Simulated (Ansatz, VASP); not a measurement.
Two plane-wave programs on Si5Sn

Contents of INCAR:

```
SYSTEM = Si5Sn
PREC     = Accurate       ! precision mode
ENCUT    = 520            ! plane-wave cutoff, eV
EDIFF    = 1E-7           ! SCF threshold, eV
ISMEAR   = 0              ! smearing method
SIGMA    = 0.1            ! smearing width, eV
LREAL    = .False.        ! projectors in reciprocal space
LASPH    = .True.         ! aspherical terms in the spheres
NELM     = 60             ! most SCF steps
ALGO     = Normal         ! electronic algorithm
ISIF     = 2              ! what is computed and relaxed
LWAVE    = .False.        ! write WAVECAR
LCHARG   = .False.        ! write CHGCAR
GGA      = PE             ! functional
NBANDS   = 26             ! bands
```

The input KPOINTS:

```
regular mesh
0
Gamma
  6 6 2
  0 0 0
```

File POSCAR:

```
Si5Sn
1.0
    3.9266100200      0.0000000000      0.0000000000
   -1.9633050100      3.4005440300      0.0000000000
    0.0000000000      0.0000000000      8.3400603800
Si Sn
5 1
Direct
    0.5000000000      0.0000000000      0.5000000000
    0.0000000000      0.5000000000      0.5000000000
    0.5000000000      0.5000000000      0.5000000000
    0.0000000000      0.0000000000      0.8418738700
    0.0000000000      0.0000000000      0.1581261300
    0.0000000000      0.0000000000      0.5000000000
```

Input for Ansatz:

```yaml
crystal:
  lattice:
    - [3.92661002, 0.0, 0.0]
    - [-1.96330501, 3.40054403, 0.0]
    - [0.0, 0.0, 8.34006038]
  atoms:
    - { symbol: Si, position: [0.5, 0.0, 0.5] }
    - { symbol: Si, position: [0.0, 0.5, 0.5] }
    - { symbol: Si, position: [0.5, 0.5, 0.5] }
    - { symbol: Si, position: [0.0, 0.0, 0.84187387] }
    - { symbol: Si, position: [0.0, 0.0, 0.15812613] }
    - { symbol: Sn, position: [0.0, 0.0, 0.5] }
basis:
  ecutwfc: 420
kpoints:
  mp_grid: { grid: [6, 6, 2] }
hamiltonian:
  xc: pbe
scf:
  occupations: { method: gaussian, width: 0.1 }
  lower_state_search: "off"
output:
  forces: true
  stress: true
  eigenvalues: true
```

Alike in both runs: task single point; functional PBE; k mesh 6 × 6 × 2; occupations gaussian, width 0.1 eV; no spin polarisation.

|  | VASP | Ansatz |
| --- | --- | --- |
| version | VASP 6.6.1 | Ansatz 0.2.0 |
| potentials or method | VASP PAW PBE potentials, release 64 (Si, Sn_d), cutoff 520 eV | scalar-relativistic, plane waves, PAW |
| valence electrons in the cell | 34 | 34 |

|  | VASP | Ansatz | Ansatz less VASP |
| --- | --- | --- | --- |
| gap on the k mesh at the Fermi level (eV) | none | none | - |
| rms of the force components (eV/Å) | 0.681 | 0.675 | -0.0053 |

Atom by atom the forces differ by 0.005 eV/Å (rms over components). A gap of «none» marks a metal or a gap that the smearing closes. With one functional, cell and mesh, what is left measures potentials, basis and numerics.

The k mesh is coarse, so the values compare programs but aren't converged.
